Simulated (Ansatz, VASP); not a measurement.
## One calculation of Co, two programs

```
Co
1.0
    -1.41594    1.41594    1.41594
     1.41594   -1.41594    1.41594
     1.41594    1.41594   -1.41594
Co
1
Cartesian
  0.0000 0.0000 0.0000
```

Alike in both runs: task single point; functional revPBE; k mesh 25 × 25 × 25; occupations fermi-dirac, width 0.05 eV; collinear spin.

|  | VASP | Ansatz |
| --- | --- | --- |
| version | VASP 6.6.1 | Ansatz 0.2.0 |
| potentials or method | VASP PAW PBE potentials, release 64 (Co), cutoff 520 eV | plane waves (420 eV) with PAW, scalar-relativistic |
| valence electrons in the cell | 9 | 17 |

```csv
,VASP,Ansatz,Ansatz less VASP
net moment per atom (μB),1.77,1.79,+0.020
size of the moment on the site where the two differ most (μB),1.80,1.87,+0.065
```

VASP's potentials were made for PBE, not for revPBE. Site moments also hang on the region over which each program counts them. The functional is the same, so the differences come from potentials, cutoffs and numerics. VASP's potentials hold 9 valence electrons a cell and Ansatz's 17, so a difference there can come from the potentials and not from the codes.
